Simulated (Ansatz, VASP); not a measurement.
**MgZr2N2: VASP beside Ansatz**

```xyz
5
Lattice="-2.1666 2.1666 4.9840 2.1666 -2.1666 4.9840 2.1666 2.1666 -4.9840" Properties=species:S:1:pos:R:3 pbc="T T T"
Mg    0.0000    0.0000    0.0000
Zr    0.0000    2.1666    2.4920
Zr    2.1666    0.0000    2.4920
N     0.0000    0.0000    7.8764
N     0.0000    0.0000    2.0915
```

Change from the starting cell: species swapped into the LuMn2Ge2 type (I4/mmm, No. 139).

Alike in both runs: functional PBE; k mesh 12 × 12 × 12; occupations gaussian, width 0.1 eV; no spin polarisation.

Ansatz relaxed the structure, and its values are those at the end. VASP's run is a single point on that final structure, the one shown.

```csv
,VASP,Ansatz
version,VASP 6.6.1,Ansatz 0.2.0
potentials or method,"VASP PAW PBE potentials, release 64 (Mg, Zr_sv, N), cutoff 520 eV","scalar-relativistic, plane waves, PAW"
valence electrons in the cell,36,44
```

VASP gave:

```
gap on the k mesh at the Fermi level (eV) : none
pressure (GPa)                            : 0.1
rms of the force components (eV/Å)        : 0.007
```

Question: Estimate Ansatz's values.

Answer: gap on the k mesh at the Fermi level (eV): none; pressure (GPa): 0.0; rms of the force components (eV/Å): 0.001.

A gap of «none» marks a metal or a gap that the smearing closes. VASP's potentials hold 36 valence electrons a cell and Ansatz's 44, so a difference there can come from the potentials and not from the codes.
